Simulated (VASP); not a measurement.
Wanted: the native input for a VASP 6.6.1 run.

```
Task                   : relaxation of cell and atoms
Functional             : LDA
Potentials or basis    : VASP PAW LDA potentials, release 64 (Ga_d, N)
Cutoff                 : 600 eV
k mesh                 : 10 × 10 × 6
Occupations            : gaussian, width 0.01 eV
Spin                   : no spin polarisation
Dipole correction      : no
Further INCAR settings : ALGO = Normal; EDIFF = 1e-07; IBRION = 2; EDIFFG = -0.002; NSW = 80; ISIF = 3
```

The structure of GaN lies in POSCAR:

```
GaN
1.0
    3.1900000000      0.0000000000      0.0000000000
   -1.5950000000      2.7626210381      0.0000000000
    0.0000000000      0.0000000000      5.1890000000
Ga N
2 2
Direct
    0.3333333333      0.6666666667      0.0000000000
    0.6666666667      0.3333333333      0.5000000000
    0.3333333333      0.6666666667      0.3768000000
    0.6666666667      0.3333333333      0.8768000000
```

One way to write it, as run:

INCAR

```
PREC = Accurate ; ENCUT = 600
EDIFF = 1E-7 ; ISMEAR = 0
SIGMA = 0.01 ; LREAL = False
LASPH = True ; NELM = 120
ALGO = Normal ; ISIF = 3
LWAVE = False ; LCHARG = False
IBRION = 2 ; NSW = 80
EDIFFG = -0.002 ; GGA_COMPAT = False
NELMIN = 4
```

KPOINTS

```
Automatic mesh
0
Gamma
  10 10 6
```

Potentials or basis: VASP PAW LDA potentials, release 64 (Ga_d, N).

Run with:

```sh
$ cat potpaw_LDA.64/Ga_d/POTCAR potpaw_LDA.64/N/POTCAR > POTCAR
$ mpirun -np 1 vasp_std > vasp.out
```

It gave:

```yaml
Relaxed_volume: 11.10 Å³/atom
Relaxed_cell: a = 3.157 Å, b = 3.157 Å, c = 5.146 Å, α = 90.00°, β = 90.00°, γ = 120.00°
Space_group_after_relaxing_to_0.1_Å: P6_3mc (No. 186)
Energy_gained_by_relaxing: 5.8 meV/atom
Ionic_steps: 9
Pressure_after_relaxing: 0.0 GPa
Band_gap_on_the_k_mesh: 2.11 eV
```

Wall time 5.8 min on 1 thread of AMD EPYC 7R13 Processor (Zen 3) (shared host), peak memory 0.17 GiB.
